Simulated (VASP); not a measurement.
# SnO (P4/nmm) in VASP: further runs

Runs on SnO. Level: PBEsol. Tasks: single point.

Everything below comes from runs of VASP 6.6.1. Logs are shortened: lines on timing, memory, paths and dates and some standing lists are left out, and cuts for length are marked.

## 1. The cell of the first run

It takes space group P4/nmm (No. 129, tetragonal). Conventional cell: a = 4.043 Å, b = 4.043 Å, c = 4.207 Å, α = 90.00°, β = 90.00°, γ = 90.00°. Within 3.0 Å of Sn (site symmetry 4mm) lie 4 O at 2.26 Å. Within 3.0 Å of O (site symmetry -4m2) lie 4 Sn at 2.26 Å and 4 O at 2.86 Å.

## 2. Single point, PBEsol (17.19 Å³/atom)

INCAR reads:

```
  ALGO = Normal
  EDIFF = 1E-6
  ENCUT = 520
  GGA = PS
  ISIF = 2
  ISMEAR = 0
  LASPH = True
  LCHARG = True
  LELF = True
  LREAL = False
  LVHAR = True
  LWAVE = False
  NBANDS = 28
  NELM = 80
  PREC = Accurate
  SIGMA = 0.15
```

KPOINTS reads:

```
k-points
0
Gamma
  12 12 10
```

POSCAR reads:

```
SnO
1.0
    4.0426035469      0.0000000000      0.0000000000
    0.0000000000      4.0426035469      0.0000000000
    0.0000000000      0.0000000000      4.2071375112
Sn O
2 2
Direct
    0.0000000000      0.5000000000      0.2425296443
    0.5000000000      0.0000000000      0.7574703557
    0.0000000000      0.0000000000      0.0000000000
    0.5000000000      0.5000000000      0.0000000000
```

Potentials or basis: VASP PAW PBE potentials, release 64 (Sn_d, O).

The run is started by

```sh
$ cat potpaw_PBE.64/Sn_d/POTCAR potpaw_PBE.64/O/POTCAR > POTCAR
$ mpirun -np 1 vasp_std > vasp.out
```

OUTCAR:

```text
EDIFF = 1E-6
   ENCUT = 520
   GGA = PS
   ISIF = 2
   ISMEAR = 0
   LASPH = True
   LREAL = False
   NELM = 80
   PREC = Accurate

 ion  position               nearest neighbor table
   1  0.000  0.500  0.243-   3 2.26   4 2.26   3 2.26   4 2.26   2 3.51   2 3.51   2 3.51   2 3.51
                             2 3.59   2 3.59   2 3.59   2 3.59
   2  0.500  0.000  0.757-   3 2.26   4 2.26   4 2.26   3 2.26   1 3.51   1 3.51   1 3.51   1 3.51
                             1 3.59   1 3.59   1 3.59   1 3.59
   3  0.000  0.000  0.000-   1 2.26   2 2.26   1 2.26   2 2.26
   4  0.500  0.500  0.000-   1 2.26   2 2.26   2 2.26   1 2.26

  LATTYP: Found a simple tetragonal cell.
 ALAT       =     4.0426035469
 C/A-ratio  =     1.0407000000

  Lattice vectors:

 A1 = (   4.0426035469,   0.0000000000,   0.0000000000)
 A2 = (   0.0000000000,   4.0426035469,   0.0000000000)
 A3 = (   0.0000000000,   0.0000000000,   4.2071375112)

Analysis of symmetry for initial positions (statically):
=====================================================================
 Subroutine PRICEL returns:
 Original cell was already a primitive cell.

 Routine SETGRP: Setting up the symmetry group for a
 simple tetragonal supercell.

 Subroutine GETGRP returns: Found 16 space group operations
 (whereof  8 operations were pure point group operations)
 out of a pool of 16 trial point group operations.

The static configuration has the point symmetry D_2d.
 The point group associated with its full space group is D_4h.

Analysis of symmetry for dynamics (positions and initial velocities):
=====================================================================
 Subroutine PRICEL returns:
 Original cell was already a primitive cell.

 Routine SETGRP: Setting up the symmetry group for a
 simple tetragonal supercell.

 Subroutine GETGRP returns: Found 16 space group operations
 (whereof  8 operations were pure point group operations)
 out of a pool of 16 trial point group operations.

The dynamic configuration has the point symmetry D_2d.
 The point group associated with its full space group is D_4h.

 Subroutine INISYM returns: Found 16 space group operations
 (whereof  8 operations are pure point group operations),
 and found     1 'primitive' translations

----------------------------------------------------------------------------------------

                                     Primitive cell

  volume of cell :      68.7557

  direct lattice vectors                    reciprocal lattice vectors
     4.042603547  0.000000000  0.000000000     0.247365340  0.000000000  0.000000000
     0.000000000  4.042603547  0.000000000     0.000000000  0.247365340  0.000000000
     0.000000000  0.000000000  4.207137511     0.000000000  0.000000000  0.237691304

  length of vectors
     4.042603547  4.042603547  4.207137511     0.247365340  0.247365340  0.237691304

  position of ions in fractional coordinates (direct lattice)
     0.000000000  0.500000000  0.242529644
     0.500000000  0.000000000  0.757470356
     0.000000000  0.000000000  0.000000000
     0.500000000  0.500000000  0.000000000

  ion indices of the primitive-cell ions
   primitive index   ion index
                 1           1
                 2           2
                 3           3
                 4           4

----------------------------------------------------------------------------------------

 KPOINTS: k-points

Automatic generation of k-mesh.
 Grid dimensions read from file:
 generate k-points for:   12   12   10

 Generating k-lattice:

  Cartesian coordinates                     Fractional coordinates (reciprocal lattice)
     0.020613778  0.000000000  0.000000000     0.083333333  0.000000000  0.000000000
     0.000000000  0.020613778  0.000000000     0.000000000  0.083333333  0.000000000
     0.000000000  0.000000000  0.023769130     0.000000000  0.000000000  0.100000000

  Length of vectors
     0.020613778  0.020613778  0.023769130

  Shift w.r.t. Gamma in fractional coordinates (k-lattice)
     0.000000000  0.000000000  0.000000000

 Subroutine IBZKPT returns following result:
 ===========================================

 Found    168 irreducible k-points:

 Following reciprocal coordinates:
            Coordinates               Weight
  0.000000  0.000000  0.000000      1.000000
  0.083333  0.000000  0.000000      4.000000
  0.166667  0.000000  0.000000      4.000000
  0.250000  0.000000  0.000000      4.000000
  0.333333  0.000000  0.000000      4.000000
  0.416667  0.000000  0.000000      4.000000
[... 16 lines left out ...]
  0.333333  0.333333  0.000000      4.000000
  0.416667  0.333333  0.000000      8.000000
 [... further k-points ...]
   k-points           NKPTS =    168   k-points in BZ     NKDIM =    168   number of bands    NBANDS=     28
   number of dos      NEDOS =    301   number of ions     NIONS =      4
   total plane-waves  NPLWV =  28800
   dimension x,y,z NGX =    30 NGY =   30 NGZ =   32
   dimension x,y,z NGXF=    60 NGYF=   60 NGZF=   64
   ions per type =               2   2
   NGX,Y,Z   is equivalent  to a cutoff of  12.34, 12.34, 12.64 a.u.
   NGXF,Y,Z  is equivalent  to a cutoff of  24.67, 24.67, 25.29 a.u.
 SYSTEM =  unknown system
   PREC   = accura    normal or accurate (medium, high low for compatibility)
   ISTART =      0    job   : 0-new  1-cont  2-samecut
   ICHARG =      2    charge: 1-file 2-atom 10-const
   ISPIN  =      1    spin polarized calculation?
   LNONCOLLINEAR =      F non collinear calculations
   LSORBIT =      F    spin-orbit coupling
   LASPH  =      T    aspherical Exc in radial PAW
   ENCUT  =  520.0 eV  38.22 Ry    6.18 a.u.   7.52  7.52  7.82*2*pi/ulx,y,z
   NELM   =     80;   NELMIN=  2; NELMDL= -5     # of ELM steps
   EDIFF  = 0.1E-05   stopping-criterion for ELM
   LREAL  =      F    real-space projection
[... 7 lines left out ...]
   TEBEG  =    0.0;   TEEND  =   0.0 temperature during run
   PSTRESS=    0.0 pullay stress
   NELECT =      40.0000    total number of electrons
   NUPDOWN=      -1.0000    fix difference up-down
   EMIN   =  10.00;   EMAX   =-10.00  energy-range for DOS
   EFERMI =   0.00;   METHOD = LEGACY
   ISMEAR =     0;   SIGMA  =   0.15  broadening in eV -4-tet -1-fermi 0-gaus
   EFERMI_NEDOS =   21; number of points for ismear=-14 and -15
   IALGO  =     38    algorithm
   IMIX   =      4    mixing-type and parameters
     AMIX     =   0.40;   BMIX     =  1.00
     AMIX_MAG =   1.60;   BMIX_MAG =  1.00
  volume/ion in A,a.u.               =      17.19       116.00
  Fermi-wavevector in a.u.,A,eV,Ry     =   1.366654  2.582601 25.412178  1.867742
  Thomas-Fermi vector in A             =   2.492775
   LORBIT       =      0    0 simple, 1 ext, 2 COOP (PROOUT), +10 PAW based schemes
   GGA     = PS    functional components
   LHFCALC =     F    Hartree Fock is set to
   AEXX    =    0.0000 exact exchange contribution
   IVDW    =     0    specifies the selected vdW correction
   LEPSILON=     F    determine dielectric tensor
   LRPA    =     F    only Hartree local field effects (RPA)
 non-spin polarized calculation
 Gauss-broadening in eV      SIGMA  =   0.15
  energy-cutoff  :      520.00
  volume of cell :       68.76
 maximum number of plane-waves:      1880
   NGX = 15   NGY = 15   NGZ = 15

 number of electron      40.0000006 magnetization

 Free energy of the ion-electron system (eV)
  ---------------------------------------------------
  ext. energy  EPLUGINS =         0.00000000
  ---------------------------------------------------
  free energy    TOTEN  =       -23.92052449 eV

  energy without entropy =      -23.92052011  energy(sigma->0) =      -23.92052230

 E-fermi :   6.8344     XC(G=0): -10.6540

 val. band max:        6.4538906225   @ k =   0.1667   0.1667   0.0000
 cond. band min:       7.1387988784   @ k =   0.5000   0.5000   0.0000
 fundamental gap:      0.6849082559
 Fermi energy:         6.8344236090

 k-point     1 :       0.0000    0.0000    0.0000
  band No.  band energies     occupation
      1     -14.7215      2.00000
      2     -14.3375      2.00000
      3     -14.3375      2.00000
      4     -14.3112      2.00000
      5     -14.2883      2.00000
      6     -14.2769      2.00000
[... 20 lines left out ...]
     27      14.2174      0.00000
     28      14.3470      0.00000

 k-point     2 :       0.0833    0.0000    0.0000
  band No.  band energies     occupation
      1     -14.7154      2.00000
      2     -14.3355      2.00000
      3     -14.3349      2.00000
      4     -14.3089      2.00000
      5     -14.2877      2.00000
      6     -14.2877      2.00000
[... 20 lines left out ...]
     27      14.3295      0.00000
     28      14.6250      0.00000

 k-point     3 :       0.1667    0.0000    0.0000
  band No.  band energies     occupation
      1     -14.6978      2.00000
      2     -14.3298      2.00000
      3     -14.3272      2.00000
      4     -14.3218      2.00000
      5     -14.3025      2.00000
      6     -14.2859      2.00000
[... 20 lines left out ...]
     27      14.3433      0.00000
     28      15.5283      0.00000

 k-point     4 :       0.2500    0.0000    0.0000
  band No.  band energies     occupation
      1     -14.6703      2.00000
      2     -14.3726      2.00000
      3     -14.3208      2.00000
      4     -14.3150      2.00000
      5     -14.2922      2.00000
      6     -14.2832      2.00000
[... 578 lines left out ...]
     27      15.3216      0.00000
     28      15.3216      0.00000

 k-point    23 :       0.3333    0.3333    0.0000
  band No.  band energies     occupation
      1     -14.6073      2.00000
      2     -14.5198      2.00000
      3     -14.2974      2.00000
      4     -14.2770      2.00000
      5     -14.2763      2.00000
      6     -14.2548      2.00000
[... 20 lines left out ...]
     27      15.0507      0.00000
     28      15.7018      0.00000

 k-point    24 :       0.4167    0.3333    0.0000
  band No.  band energies     occupation
      1     -14.5934      2.00000
      2     -14.5497      2.00000
      3     -14.2815      2.00000
      4     -14.2780      2.00000
      5     -14.2767      2.00000
      6     -14.2580      2.00000
[... 20 lines left out ...]
     27      15.2288      0.00000
     28      15.6046      0.00000

 [... further k-points ...]
[... 5 lines left out ...]
  --------------------------------------------------------------------------------------
  -------------------------------------------------------------------------------------
  Total       -2.5364732     -2.5364732      1.7135007      0.0000000     -0.0000000      0.0000000
  in kB      -59.1060378    -59.1060378     39.9287620      0.0000000     -0.0000000      0.0000000
  external PRESSURE =     -26.0944378 kB  Pullay stress =       0.0000000 kB

 VOLUME and BASIS-vectors are now :
 -----------------------------------------------------------------------------
  energy-cutoff  :      520.00
  volume of cell :       68.76
      direct lattice vectors                 reciprocal lattice vectors
     4.042603547  0.000000000  0.000000000     0.247365340  0.000000000  0.000000000
     0.000000000  4.042603547  0.000000000     0.000000000  0.247365340  0.000000000
     0.000000000  0.000000000  4.207137511     0.000000000  0.000000000  0.237691304

 POSITION                                       TOTAL-FORCE (eV/Angst)
 -----------------------------------------------------------------------------------
      0.00000      2.02130      1.02036         0.000000      0.000000      0.402160
      2.02130      0.00000      3.18678        -0.000000      0.000000     -0.402160
      0.00000      0.00000      0.00000         0.000000      0.000000     -0.000000
      2.02130      2.02130      0.00000         0.000000     -0.000000     -0.000000
 -----------------------------------------------------------------------------------
    total drift:                                0.000000      0.000000     -0.000000

  FREE ENERGIE OF THE ION-ELECTRON SYSTEM (eV)
  ---------------------------------------------------
  free  energy   TOTEN  =       -23.9205244866 eV

  energy  without entropy=      -23.9205201065  energy(sigma->0) =      -23.92052230
```

Wall time 2.9 min (1 thread of Intel Xeon Platinum 8488C (Sapphire Rapids), shared host); peak memory 0.36 GiB.

What came out:

```yaml
Free_energy: -23.9205 eV
Pressure: -2.6 GPa
Largest_force: 0.402 eV/Å
Band_gap_on_the_k_mesh: 0.68 eV (least direct gap 1.38 eV)
```

Forces in eV/Å, atoms in the order of the input:
```
Sn   0.000  0.000  0.402
Sn   0.000  0.000 -0.402
O    0.000  0.000  0.000
O    0.000  0.000  0.000
```

Stress tensor (GPa, compression positive):
```
-5.91  0.00  0.00
 0.00 -5.91  0.00
 0.00  0.00  3.99
```

Levels at points of the mesh, in eV from the valence-band top:
| k point | band 16 | band 17 | band 18 | band 19 | band 20 | band 21 | band 22 | band 23 | band 24 | band 25 |
| --- | --- | --- | --- | --- | --- | --- | --- | --- | --- | --- |
| (0.00, 0.00, 0.00) | -5.67 | -2.85 | -2.85 | -2.49 | -0.45 | 2.51 | 4.99 | 4.99 | 5.92 | 7.19 |
| (0.50, 0.00, 0.00) | -4.35 | -3.68 | -3.68 | -1.51 | -1.51 | 4.05 | 4.05 | 6.09 | 6.09 | 6.61 |
| (0.50, 0.50, 0.00) | -3.75 | -2.13 | -2.13 | -0.69 | -0.69 | 0.68 | 0.68 | 6.08 | 6.08 | 7.98 |
| (0.00, 0.00, 0.50) | -2.84 | -2.84 | -2.75 | -2.30 | -0.40 | 1.13 | 2.91 | 3.05 | 3.05 | 8.93 |
| (0.50, 0.00, 0.50) | -4.78 | -4.22 | -4.22 | -0.66 | -0.66 | 3.28 | 3.28 | 5.34 | 5.34 | 7.04 |
| (0.50, 0.50, 0.50) | -4.63 | -2.22 | -2.22 | -2.13 | -2.13 | 3.61 | 3.61 | 5.23 | 5.23 | 5.46 |

Caveat: the stress differs along the axes, from -6 to 4 GPa; semilocal functionals underestimate gaps, and a narrow one can read as zero; the PAW data sets were made with another functional, which shifts forces and pressure a little; spin-orbit coupling is left out, which moves the levels of the heavy elements.

## 3. Single point, PBEsol (17.19 Å³/atom)

INCAR reads:

```
ALGO = Normal
EDIFF = 1E-6
ENCUT = 520
GGA = PS
ISIF = 2
ISMEAR = 0
LASPH = T
LCHARG = F
LREAL = F
LWAVE = F
NBANDS = 28
NELM = 60
PREC = Accurate
SIGMA = 0.15
```

KPOINTS is that of step 2.

POSCAR reads:

```
SnO
1.0
    3.8823115326      0.0000000000      0.0000000000
    0.0000000000      3.8823115326      0.0000000000
    0.0000000000      0.0000000000      4.5617160508
Sn O
2 2
Direct
    0.0000000000      0.5000000000      0.2425296443
    0.5000000000      0.0000000000      0.7574703557
    0.0000000000      0.0000000000      0.0000000000
    0.5000000000      0.5000000000      0.0000000000
```

Potentials or basis: VASP PAW PBE potentials, release 64 (Sn_d, O).

The run is started by

```sh
$ cat potpaw_PBE.64/Sn_d/POTCAR potpaw_PBE.64/O/POTCAR > POTCAR
$ mpirun -np 1 vasp_std > vasp.out
```

Run time: 3.6 min. Hardware: 1 thread of Intel Xeon Platinum 8488C (Sapphire Rapids), shared host; peak memory 0.36 GiB.

Results (log left out):

```
Free energy            : -24.1771 eV
Pressure               : -0.6 GPa
Largest force          : 0.300 eV/Å
Band gap on the k mesh : 0.21 eV (least direct gap 1.69 eV)
```

Forces on the atoms (eV/Å):
```
Sn   0.000  0.000  0.300
Sn   0.000  0.000 -0.300
O    0.000  0.000  0.000
O    0.000  0.000  0.000
```

Stress tensor (GPa, compression positive):
```
-2.04  0.00  0.00
 0.00 -2.04  0.00
 0.00  0.00  2.16
```

Levels at points of the mesh, in eV from the valence-band top:
| k point | band 17 | band 18 | band 19 | band 20 | band 21 | band 22 | band 23 | band 24 |
| --- | --- | --- | --- | --- | --- | --- | --- | --- |
| (0.00, 0.00, 0.00) | -3.16 | -3.09 | -3.09 | -0.08 | 2.21 | 4.72 | 4.72 | 5.02 |
| (0.50, 0.00, 0.00) | -4.60 | -4.60 | -2.34 | -2.34 | 3.63 | 3.63 | 5.96 | 5.96 |
| (0.50, 0.50, 0.00) | -2.41 | -2.41 | -1.48 | -1.48 | 0.21 | 0.21 | 4.98 | 4.98 |
| (0.00, 0.00, 0.50) | -3.11 | -3.11 | -2.66 | -1.54 | 1.43 | 2.88 | 2.88 | 3.38 |
| (0.50, 0.00, 0.50) | -4.65 | -4.65 | -1.33 | -1.33 | 3.01 | 3.01 | 5.33 | 5.33 |
| (0.50, 0.50, 0.50) | -2.57 | -2.57 | -2.41 | -2.41 | 2.74 | 2.74 | 4.64 | 4.64 |

Caveat: semilocal functionals underestimate gaps, and a narrow one can read as zero; the PAW data sets were made with another functional, which shifts forces and pressure a little; spin-orbit coupling is left out, which moves the levels of the heavy elements. A k mesh can miss the band edges.

(Part 1 of 2 ends here.)
